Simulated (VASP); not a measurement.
# BaZrO3 in VASP: single point with r2SCAN

Aim: the single point of BaZrO3 with r2SCAN.

Program: VASP 6.6.1. These are calculated values, not measurements. Logs are shortened: lines on timing, memory, paths and dates and some standing lists are left out, and cuts for length are marked.

### 1 The cell of the first run

The typed cell holds 5 atoms: a = 4.180 Å, b = 4.180 Å, c = 4.180 Å, α = 90.00°, β = 90.00°, γ = 90.00°.

### 2 Single point, r2SCAN

POSCAR

```
BaZrO3
1.0
    2.9559015618      1.7065905624      2.4135561838
   -2.9559015618      1.7065905624      2.4135561838
    0.0000000000     -3.4131811248      2.4135561838
Ba Zr O
1 1 3
Direct
    0.0038016312      0.0038016312      0.0038016312
    0.5038283432      0.5038283432      0.5038283432
    0.5038650763      0.5038650763      0.0038398729
    0.0038398729      0.5038650763      0.5038650763
    0.5038650763      0.0038398729      0.5038650763
```

INCAR.step1

```
PREC = Accurate
ENCUT = 910
ISMEAR = 0
SIGMA = 0.02
LREAL = F
LASPH = T
NELM = 120
NBANDS = 28
GGA = PE
ALGO = Normal
EDIFF = 1E-5
LWAVE = T
LCHARG = F
GGA_COMPAT = F
```

INCAR.step2

```
PREC = Accurate
ENCUT = 910
EDIFF = 1E-6
ISMEAR = 0
SIGMA = 0.02
LREAL = F
LASPH = T
NELM = 120
ALGO = Normal
ISIF = 2
LWAVE = F
LCHARG = F
METAGGA = R2SCAN
LMIXTAU = T
NBANDS = 28
ISTART = 1
GGA_COMPAT = F
```

KPOINTS

```
Automatic mesh
0
Gamma
  6 6 6
```

Potentials or basis: VASP PAW PBE potentials, release 64 (Ba_sv, Zr_sv, O_h).

On the command line:

```
cat potpaw_PBE.64/Ba_sv/POTCAR potpaw_PBE.64/Zr_sv/POTCAR potpaw_PBE.64/O_h/POTCAR > POTCAR
cp INCAR.step1 INCAR
mpirun -np 1 vasp_std > vasp.out
cp INCAR.step2 INCAR
mpirun -np 1 vasp_std > vasp.out
```

OUTCAR:

```text
PREC = Accurate
   ENCUT = 910
   EDIFF = 1E-6
   ISMEAR = 0
   LREAL = F
   LASPH = T
   NELM = 120
   ISIF = 2
   METAGGA = R2SCAN
   ISTART = 1

 ion  position               nearest neighbor table
   1  0.004  0.004  0.004-   3 2.96   4 2.96   5 2.96   5 2.96   4 2.96   4 2.96   5 2.96   3 2.96
                             3 2.96   3 2.96   4 2.96   5 2.96   2 3.62   2 3.62   2 3.62   2 3.62
   2  0.504  0.504  0.504-   3 2.09   4 2.09   5 2.09   3 2.09   4 2.09   5 2.09   1 3.62   1 3.62
                             1 3.62   1 3.62   1 3.62   1 3.62   1 3.62   1 3.62
   3  0.504  0.504  0.004-   2 2.09   2 2.09   1 2.96   1 2.96   1 2.96   1 2.96
   4  0.004  0.504  0.504-   2 2.09   2 2.09   1 2.96   1 2.96   1 2.96   1 2.96
   5  0.504  0.004  0.504-   2 2.09   2 2.09   1 2.96   1 2.96   1 2.96   1 2.96

  LATTYP: Found a trigonal (rhomboedric) cell.
 ALAT       =     4.1803180313
 COS(alpha) =     0.0000200719

  Lattice vectors:

 A1 = (   2.9559015618,   1.7065905624,   2.4135561838)
 A2 = (  -2.9559015618,   1.7065905624,   2.4135561838)
 A3 = (   0.0000000000,  -3.4131811248,   2.4135561838)

Analysis of symmetry for initial positions (statically):
=====================================================================
 Subroutine PRICEL returns:
 Original cell was already a primitive cell.

 Routine SETGRP: Setting up the symmetry group for a
 trigonal (rhombohedral) supercell.

 Subroutine GETGRP returns: Found  6 space group operations
 (whereof  6 operations were pure point group operations)
 out of a pool of 12 trial point group operations.

The static configuration has the point symmetry C_3v.

Analysis of symmetry for dynamics (positions and initial velocities):
=====================================================================
 Subroutine PRICEL returns:
 Original cell was already a primitive cell.

 Routine SETGRP: Setting up the symmetry group for a
 trigonal (rhombohedral) supercell.

 Subroutine GETGRP returns: Found  6 space group operations
 (whereof  6 operations were pure point group operations)
 out of a pool of 12 trial point group operations.

The dynamic configuration has the point symmetry C_3v.

 Subroutine INISYM returns: Found  6 space group operations
 (whereof  6 operations are pure point group operations),
 and found     1 'primitive' translations

----------------------------------------------------------------------------------------

                                     Primitive cell

  volume of cell :      73.0513

  direct lattice vectors                    reciprocal lattice vectors
     2.955901562  1.706590562  2.413556184     0.169153130  0.097660605  0.138108794
    -2.955901562  1.706590562  2.413556184    -0.169153130  0.097660605  0.138108794
     0.000000000 -3.413181125  2.413556184     0.000000000 -0.195321210  0.138108794

  length of vectors
     4.180318031  4.180318031  4.180318031     0.239216249  0.239216249  0.239216249

  position of ions in fractional coordinates (direct lattice)
     0.003801631  0.003801631  0.003801631
     0.503828343  0.503828343  0.503828343
     0.503865076  0.503865076  0.003839873
     0.003839873  0.503865076  0.503865076
     0.503865076  0.003839873  0.503865076

  ion indices of the primitive-cell ions
   primitive index   ion index
                 1           1
                 2           2
                 3           3
                 4           4
                 5           5

----------------------------------------------------------------------------------------

 KPOINTS: Automatic mesh

Automatic generation of k-mesh.
 Grid dimensions read from file:
 generate k-points for:    6    6    6

 Generating k-lattice:

  Cartesian coordinates                     Fractional coordinates (reciprocal lattice)
     0.028192188  0.016276767  0.023018132     0.166666667  0.000000000  0.000000000
    -0.028192188  0.016276767  0.023018132     0.000000000  0.166666667  0.000000000
     0.000000000 -0.032553535  0.023018132     0.000000000  0.000000000  0.166666667

  Length of vectors
     0.039869375  0.039869375  0.039869375

  Shift w.r.t. Gamma in fractional coordinates (k-lattice)
     0.000000000  0.000000000  0.000000000

 Subroutine IBZKPT returns following result:
 ===========================================

 Found     32 irreducible k-points:

 Following reciprocal coordinates:
            Coordinates               Weight
  0.000000  0.000000  0.000000      1.000000
  0.166667  0.000000  0.000000      6.000000
  0.333333 -0.000000  0.000000      6.000000
  0.500000  0.000000 -0.000000      3.000000
  0.166667  0.166667  0.000000      6.000000
  0.333333  0.166667 -0.000000     12.000000
[... 16 lines left out ...]
  0.500000  0.500000  0.166667      6.000000
 -0.333333  0.500000  0.166667     12.000000
 [... further k-points ...]
   k-points           NKPTS =     32   k-points in BZ     NKDIM =     32   number of bands    NBANDS=     28
   number of dos      NEDOS =    301   number of ions     NIONS =      5
   total plane-waves  NPLWV =  74088
   dimension x,y,z NGX =    42 NGY =   42 NGZ =   42
   dimension x,y,z NGXF=    84 NGYF=   84 NGZF=   84
   ions per type =               1   1   3
   NGX,Y,Z   is equivalent  to a cutoff of  16.70, 16.70, 16.70 a.u.
   NGXF,Y,Z  is equivalent  to a cutoff of  33.41, 33.41, 33.41 a.u.
 SYSTEM =  unknown system
   PREC   = accura    normal or accurate (medium, high low for compatibility)
   ISTART =      1    job   : 0-new  1-cont  2-samecut
   ICHARG =      0    charge: 1-file 2-atom 10-const
   ISPIN  =      1    spin polarized calculation?
   LNONCOLLINEAR =      F non collinear calculations
   LSORBIT =      F    spin-orbit coupling
   LASPH  =      T    aspherical Exc in radial PAW
   ENCUT  =  910.0 eV  66.88 Ry    8.18 a.u.  10.28 10.28 10.28*2*pi/ulx,y,z
   NELM   =    120;   NELMIN=  2; NELMDL=  0     # of ELM steps
   EDIFF  = 0.1E-05   stopping-criterion for ELM
   LREAL  =      F    real-space projection
   EDIFFG = 0.1E-04   stopping-criterion for IOM
   NSW    =      0    number of steps for IOM
   IBRION =     -1    ionic relax: 0-MD 1-quasi-New 2-CG
   NFREE  =      0    steps in history (QN), initial steepest desc. (CG)
   ISIF   =      2    stress and relaxation
   ISYM   =      2    0-nonsym 1-usesym 2-fastsym
   POTIM  = 0.5000    time-step for ionic-motion
   TEBEG  =    0.0;   TEEND  =   0.0 temperature during run
   PSTRESS=    0.0 pullay stress
   NELECT =      40.0000    total number of electrons
   NUPDOWN=      -1.0000    fix difference up-down
   EMIN   =  10.00;   EMAX   =-10.00  energy-range for DOS
   EFERMI =   0.00;   METHOD = LEGACY
   ISMEAR =     0;   SIGMA  =   0.02  broadening in eV -4-tet -1-fermi 0-gaus
   EFERMI_NEDOS =   21; number of points for ismear=-14 and -15
   IALGO  =     38    algorithm
   IMIX   =      4    mixing-type and parameters
     AMIX     =   0.40;   BMIX     =  1.00
     AMIX_MAG =   1.60;   BMIX_MAG =  1.00
  volume/ion in A,a.u.               =      14.61        98.59
  Fermi-wavevector in a.u.,A,eV,Ry     =   1.339324  2.530955 24.405962  1.793788
  Thomas-Fermi vector in A             =   2.467724
   LORBIT       =      0    0 simple, 1 ext, 2 COOP (PROOUT), +10 PAW based schemes
   METAGGA = R2SCAN    functional components
   LHFCALC =     F    Hartree Fock is set to
   AEXX    =    0.0000 exact exchange contribution
   IVDW    =     0    specifies the selected vdW correction
   LEPSILON=     F    determine dielectric tensor
   LRPA    =     F    only Hartree local field effects (RPA)
 non-spin polarized calculation
 Gauss-broadening in eV      SIGMA  =   0.02
  energy-cutoff  :      910.00
  volume of cell :       73.05
 maximum number of plane-waves:      4632
 NGX is ok and might be reduce to    42
   NGX = 21   NGY = 21   NGZ = 21

 number of electron      39.9999996 magnetization

 Free energy of the ion-electron system (eV)
  ---------------------------------------------------
  ext. energy  EPLUGINS =         0.00000000
  ---------------------------------------------------
  free energy    TOTEN  =       -85.11035233 eV

  energy without entropy =      -85.11035233  energy(sigma->0) =      -85.11035233

 E-fermi :   4.1016     XC(G=0): -11.4371

 val. band max:        3.8498823871   @ k =   0.5000   0.5000   0.5000
 cond. band min:       7.5839024362   @ k =   0.0000   0.0000   0.0000
 fundamental gap:      3.7340200491
 Fermi energy:         4.1016372392

 k-point     1 :       0.0000    0.0000    0.0000
  band No.  band energies     occupation
      1     -44.6009      2.00000
      2     -22.1186      2.00000
      3     -22.0552      2.00000
      4     -22.0552      2.00000
      5     -22.0551      2.00000
      6     -13.5023      2.00000
[... 20 lines left out ...]
     27      11.9238      0.00000
     28      11.9238      0.00000

 k-point     2 :       0.1667    0.0000    0.0000
  band No.  band energies     occupation
      1     -44.5999      2.00000
      2     -22.2441      2.00000
      3     -22.0533      2.00000
      4     -22.0533      2.00000
      5     -21.9896      2.00000
      6     -13.5120      2.00000
[... 20 lines left out ...]
     27      11.9256      0.00000
     28      12.7215      0.00000

 k-point     3 :       0.3333   -0.0000    0.0000
  band No.  band energies     occupation
      1     -44.5980      2.00000
      2     -22.4110      2.00000
      3     -22.0496      2.00000
      4     -22.0496      2.00000
      5     -21.9352      2.00000
      6     -13.6197      2.00000
[... 20 lines left out ...]
     27      12.1351      0.00000
     28      12.5996      0.00000

 k-point     4 :       0.5000    0.0000   -0.0000
  band No.  band energies     occupation
      1     -44.5970      2.00000
      2     -22.4848      2.00000
      3     -22.0478      2.00000
      4     -22.0478      2.00000
      5     -21.9143      2.00000
      6     -13.6789      2.00000
[... 20 lines left out ...]
     27      11.9119      0.00000
     28      13.1086      0.00000

 k-point     5 :       0.1667    0.1667    0.0000
  band No.  band energies     occupation
      1     -44.5989      2.00000
      2     -22.2650      2.00000
      3     -22.1314      2.00000
      4     -22.0515      2.00000
      5     -21.9516      2.00000
      6     -13.4627      2.00000
[... 20 lines left out ...]
     27      12.3995      0.00000
     28      12.6701      0.00000

 k-point     6 :       0.3333    0.1667   -0.0000
  band No.  band energies     occupation
      1     -44.5970      2.00000
      2     -22.3867      2.00000
      3     -22.1404      2.00000
      4     -22.0479      2.00000
      5     -21.9354      2.00000
      6     -13.5079      2.00000
[... 463 lines left out ...]
      5     -21.9633      2.00000
      6     -13.1675      2.00000
[... 20 lines left out ...]
     27      12.4768      0.00000
     28      13.2373      0.00000

 k-point    22 :      -0.1667    0.3333    0.1667
  band No.  band energies     occupation
      1     -44.5960      2.00000
      2     -22.3647      2.00000
      3     -22.1473      2.00000
      4     -22.1253      2.00000
      5     -21.9377      2.00000
      6     -13.3089      2.00000
[... 20 lines left out ...]
     27      12.7886      0.00000
     28      12.9867      0.00000

 k-point    23 :       0.5000    0.5000    0.1667
  band No.  band energies     occupation
      1     -44.5921      2.00000
      2     -22.3444      2.00000
      3     -22.3443      2.00000
      4     -22.1186      2.00000
      5     -22.0057      2.00000
      6     -13.1097      2.00000
[... 20 lines left out ...]
     27      12.8004      0.00000
     28      14.0445      0.00000

 k-point    24 :      -0.3333    0.5000    0.1667
  band No.  band energies     occupation
      1     -44.5931      2.00000
      2     -22.3764      2.00000
      3     -22.2734      2.00000
      4     -22.1206      2.00000
      5     -21.9837      2.00000
      6     -13.1506      2.00000
[... 20 lines left out ...]
     27      12.6585      0.00000
     28      13.4617      0.00000

 [... further k-points ...]

------------------------ aborting loop because EDIFF is reached ----------------------------------------

  FORCE on cell =-STRESS in cart. coord.  units (eV):
  Direction    XX          YY          ZZ          XY          YZ          ZX
  --------------------------------------------------------------------------------------
  -------------------------------------------------------------------------------------
  Total        1.7459456      1.7459456      1.7712779      0.0000000      0.0000000      0.0000000
  in kB       38.2924642     38.2924642     38.8480573      0.0000000      0.0000000      0.0000000
  external PRESSURE =      38.4776619 kB  Pullay stress =       0.0000000 kB

 VOLUME and BASIS-vectors are now :
 -----------------------------------------------------------------------------
  energy-cutoff  :      910.00
  volume of cell :       73.05
      direct lattice vectors                 reciprocal lattice vectors
     2.955901562  1.706590562  2.413556184     0.169153130  0.097660605  0.138108794
    -2.955901562  1.706590562  2.413556184    -0.169153130  0.097660605  0.138108794
     0.000000000 -3.413181125  2.413556184     0.000000000 -0.195321210  0.138108794

 POSITION                                       TOTAL-FORCE (eV/Angst)
 -----------------------------------------------------------------------------------
      0.00000      0.00000      0.02753         0.000000      0.000000      0.001996
      0.00000      0.00000      3.64805         0.000000      0.000000      0.000483
      0.00000      1.70668      2.44148         0.000000     -0.000042     -0.000826
     -1.47803     -0.85334      2.44148         0.000036      0.000021     -0.000826
      1.47803     -0.85334      2.44148        -0.000036      0.000021     -0.000826
 -----------------------------------------------------------------------------------
    total drift:                               -0.000000     -0.000006     -0.004609

  FREE ENERGIE OF THE ION-ELECTRON SYSTEM (eV)
  ---------------------------------------------------
  free  energy   TOTEN  =       -85.1103523346 eV

  energy  without entropy=      -85.1103523346  energy(sigma->0) =      -85.11035233
```

Run time: 11 min. Hardware: 1 thread of Intel Xeon Platinum 8375C at 2.90GHz (Ice Lake), shared host; peak memory 0.39 GiB.

What came out:

* Free energy: -85.1104 eV
* Pressure: 3.8 GPa
* Band gap on the k mesh: 3.73 eV (least direct gap 3.96 eV)

Levels at points of the mesh, in eV from the valence-band top:
| k point | band 16 | band 17 | band 18 | band 19 | band 20 | band 21 | band 22 | band 23 | band 24 | band 25 |
| --- | --- | --- | --- | --- | --- | --- | --- | --- | --- | --- |
| (0.00, 0.00, 0.00) | -1.02 | -1.02 | -0.23 | -0.23 | -0.23 | 3.73 | 3.73 | 3.73 | 5.19 | 5.19 |
| (0.50, 0.00, 0.00) | -1.74 | -1.74 | -1.70 | -0.46 | -0.46 | 4.18 | 6.29 | 6.29 | 7.00 | 7.35 |
| (0.50, 0.50, 0.00) | -2.41 | -0.94 | -0.94 | -0.79 | -0.08 | 6.26 | 6.26 | 7.05 | 7.20 | 8.35 |
| (0.50, 0.50, 0.50) | -2.56 | -2.56 | 0.00 | 0.00 | 0.00 | 6.66 | 6.66 | 6.66 | 7.63 | 7.63 |

Caveat: the cutoff is under 1.25 times the usual one of these potentials, so pressure, stress and relaxed cells hold a basis-set (Pulay) error; the cell stands under pressure; the PAW data sets were made with another functional, which shifts forces and pressure a little; spin-orbit coupling is left out, which moves the levels of the heavy elements. A k mesh can miss the band edges.
